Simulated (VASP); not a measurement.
# C2N (P4/nmm) in VASP: a series of runs

C2N is run at these levels: PBE; tasks: single point.

Program: VASP 6.6.1. These are calculated values, not measurements. Logs are shortened: lines on timing, memory, paths and dates and some standing lists are left out, and cuts for length are marked.

### 1 The cell of the first run

It takes space group P4/nmm (No. 129, tetragonal). The conventional cell has a = 2.417 Å, b = 2.417 Å, c = 8.295 Å, α = 90.00°, β = 90.00°, γ = 90.00°. C (site symmetry -4m2) has 4 C at 1.71 Å within 2.3 Å. C (site symmetry 4mm) has 5 N at 1.50 to 1.71 Å within 2.0 Å. N (site symmetry 4mm) has 5 C at 1.50 to 1.71 Å within 2.0 Å.

The cell was generated, and may not be a known phase.

### 2 Single point, PBE

INCAR reads:

```
SYSTEM = C2N
  PREC = Accurate
  ENCUT = 520
  EDIFF = 1E-7
  ISMEAR = 0
  SIGMA = 0.1
  LREAL = .False.
  LASPH = .True.
  NELM = 60
  ALGO = Normal
  ISIF = 2
  LWAVE = .False.
  LCHARG = .False.
  GGA = PE
  NBANDS = 22
```

KPOINTS reads:

```
Automatic mesh
0
Gamma
  6 6 4
  0 0 0
```

POSCAR reads:

```
C2N
1.0
    2.4170909649      0.0000000000      0.0000000000
    0.0000000000      2.4170909649      0.0000000000
    0.0000000000      0.0000000000      8.2950601169
C N
4 2
Direct
    0.0000000000      0.0000000000      0.0000000000
    0.5000000000      0.5000000000      0.0000000000
    0.0000000000      0.5000000000      0.4117674997
    0.5000000000      0.0000000000      0.5882325003
    0.0000000000      0.5000000000      0.5920450580
    0.5000000000      0.0000000000      0.4079549420
```

Potentials or basis: VASP PAW PBE potentials, release 64 (C, N).

Command:

```bash
$ cat potpaw_PBE.64/C/POTCAR potpaw_PBE.64/N/POTCAR > POTCAR
$ mpirun -np 1 vasp_std > vasp.out
```

OUTCAR:

```text
SYSTEM = C2N
   PREC = Accurate
   ENCUT = 520
   EDIFF = 1E-7
   ISMEAR = 0
   LREAL = .False.
   LASPH = .True.
   NELM = 60
   ISIF = 2
   GGA = PE

 ion  position               nearest neighbor table
   1  0.000  0.000  0.000-   2 1.71   2 1.71   2 1.71   2 1.71
   2  0.500  0.500  0.000-   1 1.71   1 1.71   1 1.71   1 1.71
   3  0.000  0.500  0.412-   5 1.50   6 1.71   6 1.71   6 1.71   6 1.71
   4  0.500  0.000  0.588-   6 1.50   5 1.71   5 1.71   5 1.71   5 1.71
   5  0.000  0.500  0.592-   3 1.50   4 1.71   4 1.71   4 1.71   4 1.71
   6  0.500  0.000  0.408-   4 1.50   3 1.71   3 1.71   3 1.71   3 1.71

  LATTYP: Found a simple tetragonal cell.
 ALAT       =     2.4170909649
 C/A-ratio  =     3.4318361358

  Lattice vectors:

 A1 = (   2.4170909649,   0.0000000000,   0.0000000000)
 A2 = (   0.0000000000,   2.4170909649,   0.0000000000)
 A3 = (   0.0000000000,   0.0000000000,   8.2950601169)

Analysis of symmetry for initial positions (statically):
=====================================================================
 Subroutine PRICEL returns:
 Original cell was already a primitive cell.

 Routine SETGRP: Setting up the symmetry group for a
 simple tetragonal supercell.

 Subroutine GETGRP returns: Found 16 space group operations
 (whereof  8 operations were pure point group operations)
 out of a pool of 16 trial point group operations.

The static configuration has the point symmetry D_2d.
 The point group associated with its full space group is D_4h.

Analysis of symmetry for dynamics (positions and initial velocities):
=====================================================================
 Subroutine PRICEL returns:
 Original cell was already a primitive cell.

 Routine SETGRP: Setting up the symmetry group for a
 simple tetragonal supercell.

 Subroutine GETGRP returns: Found 16 space group operations
 (whereof  8 operations were pure point group operations)
 out of a pool of 16 trial point group operations.

The dynamic configuration has the point symmetry D_2d.
 The point group associated with its full space group is D_4h.

 Subroutine INISYM returns: Found 16 space group operations
 (whereof  8 operations are pure point group operations),
 and found     1 'primitive' translations

----------------------------------------------------------------------------------------
[... 96 lines left out ...]
   LNONCOLLINEAR =      F non collinear calculations
   LSORBIT =      F    spin-orbit coupling
   LASPH  =      T    aspherical Exc in radial PAW
   ENCUT  =  520.0 eV  38.22 Ry    6.18 a.u.   4.49  4.49 15.42*2*pi/ulx,y,z
   NELM   =     60;   NELMIN=  2; NELMDL= -5     # of ELM steps
   EDIFF  = 0.1E-06   stopping-criterion for ELM
   LREAL  =      F    real-space projection
   EDIFFG = 0.1E-05   stopping-criterion for IOM
   NSW    =      0    number of steps for IOM
   IBRION =     -1    ionic relax: 0-MD 1-quasi-New 2-CG
   NFREE  =      0    steps in history (QN), initial steepest desc. (CG)
   ISIF   =      2    stress and relaxation
   ISYM   =      2    0-nonsym 1-usesym 2-fastsym
   POTIM  = 0.5000    time-step for ionic-motion
   TEBEG  =    0.0;   TEEND  =   0.0 temperature during run
   PSTRESS=    0.0 pullay stress
   NELECT =      26.0000    total number of electrons
   NUPDOWN=      -1.0000    fix difference up-down
   EMIN   =  10.00;   EMAX   =-10.00  energy-range for DOS
   EFERMI =   0.00;   METHOD = LEGACY
   ISMEAR =     0;   SIGMA  =   0.10  broadening in eV -4-tet -1-fermi 0-gaus
   EFERMI_NEDOS =   21; number of points for ismear=-14 and -15
   IALGO  =     38    algorithm
   IMIX   =      4    mixing-type and parameters
     AMIX     =   0.40;   BMIX     =  1.00
     AMIX_MAG =   1.60;   BMIX_MAG =  1.00
  volume/ion in A,a.u.               =       8.08        54.51
  Fermi-wavevector in a.u.,A,eV,Ry     =   1.330242  2.513794 24.076118  1.769545
  Thomas-Fermi vector in A             =   2.459344
   LORBIT       =      0    0 simple, 1 ext, 2 COOP (PROOUT), +10 PAW based schemes
   GGA     = PE    functional components
   LHFCALC =     F    Hartree Fock is set to
   AEXX    =    0.0000 exact exchange contribution
   IVDW    =     0    specifies the selected vdW correction
   LEPSILON=     F    determine dielectric tensor
   LRPA    =     F    only Hartree local field effects (RPA)
 non-spin polarized calculation
 Gauss-broadening in eV      SIGMA  =   0.10
  energy-cutoff  :      520.00
  volume of cell :       48.46
 maximum number of plane-waves:      1331
 NGX is ok and might be reduce to    18
   NGX =  9   NGY =  9   NGZ = 31

 number of electron      25.9999999 magnetization

 Free energy of the ion-electron system (eV)
  ---------------------------------------------------
  ext. energy  EPLUGINS =         0.00000000
  ---------------------------------------------------
  free energy    TOTEN  =       -38.30889962 eV

  energy without entropy =      -38.29545465  energy(sigma->0) =      -38.30217714

 E-fermi :   5.9166     XC(G=0): -11.0512

 val. band max:        5.8980934954   @ k =   0.3333   0.0000   0.5000
 cond. band min:       6.0410483778   @ k =   0.5000   0.1667   0.5000
 fundamental gap:      0.1429548825
 Fermi energy:         5.9165836188

 k-point     1 :       0.0000    0.0000    0.0000
  band No.  band energies     occupation
      1     -20.2187      2.00000
      2     -13.0339      2.00000
      3     -11.7425      2.00000
      4      -4.7074      2.00000
      5      -2.5378      2.00000
      6      -2.4127      2.00000
[... 589 lines left out ...]
     21      14.5445      0.00000
     22      14.5445      0.00000

 [... further k-points ...]
[... 5 lines left out ...]
  --------------------------------------------------------------------------------------
  -------------------------------------------------------------------------------------
  Total        0.0403636      0.0403636      0.2547948      0.0000000      0.0000000      0.0000000
  in kB        1.3344282      1.3344282      8.4235597      0.0000000      0.0000000      0.0000000
  external PRESSURE =       3.6974721 kB  Pullay stress =       0.0000000 kB

 VOLUME and BASIS-vectors are now :
 -----------------------------------------------------------------------------
  energy-cutoff  :      520.00
  volume of cell :       48.46
      direct lattice vectors                 reciprocal lattice vectors
     2.417090965  0.000000000  0.000000000     0.413720466  0.000000000  0.000000000
     0.000000000  2.417090965  0.000000000     0.000000000  0.413720466  0.000000000
     0.000000000  0.000000000  8.295060117     0.000000000  0.000000000  0.120553677

 POSITION                                       TOTAL-FORCE (eV/Angst)
 -----------------------------------------------------------------------------------
      0.00000      0.00000      0.00000         0.000000     -0.000000      0.000000
      1.20855      1.20855      0.00000        -0.000000     -0.000000      0.000000
      0.00000      1.20855      3.41564         0.000000     -0.000000     -0.103106
      1.20855      0.00000      4.87942        -0.000000     -0.000000      0.103106
      0.00000      1.20855      4.91105        -0.000000     -0.000000      0.082778
      1.20855      0.00000      3.38401         0.000000      0.000000     -0.082778
 -----------------------------------------------------------------------------------
    total drift:                                0.000000      0.000000      0.000000

  FREE ENERGIE OF THE ION-ELECTRON SYSTEM (eV)
  ---------------------------------------------------
  free  energy   TOTEN  =       -38.3088996224 eV

  energy  without entropy=      -38.2954546535  energy(sigma->0) =      -38.30217714
```

It took 16 s on 1 thread of Intel Xeon 6975P-C (Granite Rapids), shared host; peak memory 0.16 GiB.

Results:

```
Free energy            : -38.3089 eV
Pressure               : 0.4 GPa
Largest force          : 0.103 eV/Å
Band gap on the k mesh : zero (bands 13 and 14 overlap by 5.52 eV)
```

Forces in eV/Å, atoms in the order of the input:
```
C    0.000  0.000  0.000
C    0.000  0.000  0.000
C    0.000  0.000 -0.103
C    0.000  0.000  0.103
N    0.000  0.000  0.083
N    0.000  0.000 -0.083
```

Stress tensor (GPa, compression positive):
```
0.13 0.00 0.00
0.00 0.13 0.00
0.00 0.00 0.84
```

Caveat: the k points lie up to 0.43 Å⁻¹ apart, too coarse for converged energies and pressures of a metal; this functional lacks dispersion, which binds layers or chains, so the pressure and a relaxed spacing across them are unreliable.

### 3 Single point, PBE

This run uses another cell than the first one, of 11.36 Å³/atom.

INCAR reads:

```
SYSTEM = C2N
PREC = Accurate ; ENCUT = 520
EDIFF = 1E-6 ; ISMEAR = 0
SIGMA = 0.1 ; LREAL = .False.
LASPH = .True. ; NELM = 80
ALGO = Normal ; ISIF = 2
LWAVE = .False. ; LCHARG = .False.
GGA = PE ; NBANDS = 22
```

KPOINTS is that of step 2.

POSCAR reads:

```
C2N
1.0
    3.2398935500      0.0000000000      0.0000000000
    0.0000000000      3.2398935500      0.0000000000
    0.0000000000      0.0000000000      6.4952384900
C N
4 2
Direct
    0.0000000000      0.0000000000      0.0000000000
    0.5000000000      0.5000000000      0.0000000000
    0.0000000000      0.5000000000      0.3719829600
    0.5000000000      0.0000000000      0.6280170400
    0.0000000000      0.5000000000      0.7284373000
    0.5000000000      0.0000000000      0.2715627000
```

Potentials or basis: VASP PAW PBE potentials, release 64 (C, N).

Command:

```bash
$ cat potpaw_PBE.64/C/POTCAR potpaw_PBE.64/N/POTCAR > POTCAR
$ mpirun -np 1 vasp_std > vasp.out
```

It took 14 s on 1 thread of Intel Xeon 6975P-C (Granite Rapids), shared host; peak memory 0.18 GiB.

It converged, with:

- Free energy: -25.4466 eV
- Pressure: -31.1 GPa
- Largest force: 1.211 eV/Å
- Band gap on the k mesh: zero (bands 13 and 14 overlap by 2.33 eV)

Forces in eV/Å, atoms in the order of the input:
```
C    0.000  0.000  0.000
C    0.000  0.000  0.000
C    0.000  0.000  0.725
C    0.000  0.000 -0.725
N    0.000  0.000 -1.211
N    0.000  0.000  1.211
```

Stress tensor (GPa, compression positive):
```
-33.83   0.00   0.00
  0.00 -33.83   0.00
  0.00   0.00 -25.71
```

Levels at points of the mesh, in eV from the Fermi level:
```csv
k point,band 10,band 11,band 12,band 13,band 14,band 15,band 16,band 17
"(0.00, 0.00, 0.00)",-1.24,-1.23,-1.23,-0.67,-0.67,0.41,2.18,2.26
"(0.50, 0.00, 0.00)",-1.30,-0.94,-0.94,0.80,0.80,1.35,1.35,1.61
"(0.50, 0.50, 0.00)",-3.87,-3.75,-3.75,0.12,0.12,1.84,1.84,1.91
"(0.00, 0.00, 0.50)",-2.12,-2.12,-0.39,0.10,0.10,1.30,2.17,2.62
"(0.50, 0.00, 0.50)",-0.87,-0.22,-0.22,0.86,0.86,1.26,1.26,1.53
"(0.50, 0.50, 0.50)",-4.08,-2.23,-2.23,-1.29,-1.29,0.51,0.51,2.96
```

Caveat: the stress differs along the axes, from -34 to -26 GPa; forces of over 1 eV/Å act on the atoms, so gaps and moduli don't describe the material at rest.

The gap in the log of VASP goes by the Fermi energy; the results here count the filled bands.